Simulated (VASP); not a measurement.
## HfH2: vibrations by perturbation theory with LDA

The system is HfH2.

```
CELL_PARAMETERS angstrom
-1.72324 1.72324 2.13804
1.72324 -1.72324 2.13804
1.72324 1.72324 -2.13804
ATOMIC_POSITIONS crystal
Hf 0.00000 0.00000 0.00000
H 0.75000 0.25000 0.50000
H 0.25000 0.75000 0.50000
```

| Quantity | Value |
| --- | --- |
| Program | VASP 6.6.1 |
| Task | vibrations by perturbation theory |
| Functional | LDA |
| Potentials or basis | VASP PAW LDA potentials, release 64 (Hf_pv, H) |
| Cutoff | 520 eV |
| k mesh | 18 × 18 × 18 |
| Occupations | fermi-dirac, width 0.15 eV |
| Spin | no spin polarisation |
| Dipole correction | no |
| Further INCAR settings | ALGO = Normal; EDIFF = 1e-08; NBANDS = 13; IBRION = 8; NSW = 1 |

The highest phonon frequency at Γ is 1369 cm⁻¹.

Phonon frequencies in cm⁻¹ (negative: imaginary):
| q point | frequencies |
| --- | --- |
| (0.000, 0.000, 0.000) | 0 0 0 1089 1089 1150 1263 1263 1369 |

Wall time 14 min on 1 thread of Intel Xeon 8259CL, on a shared host, peak memory 1.1 GiB.

Caveat: the cell stands under pressure or tension, which shifts response properties.
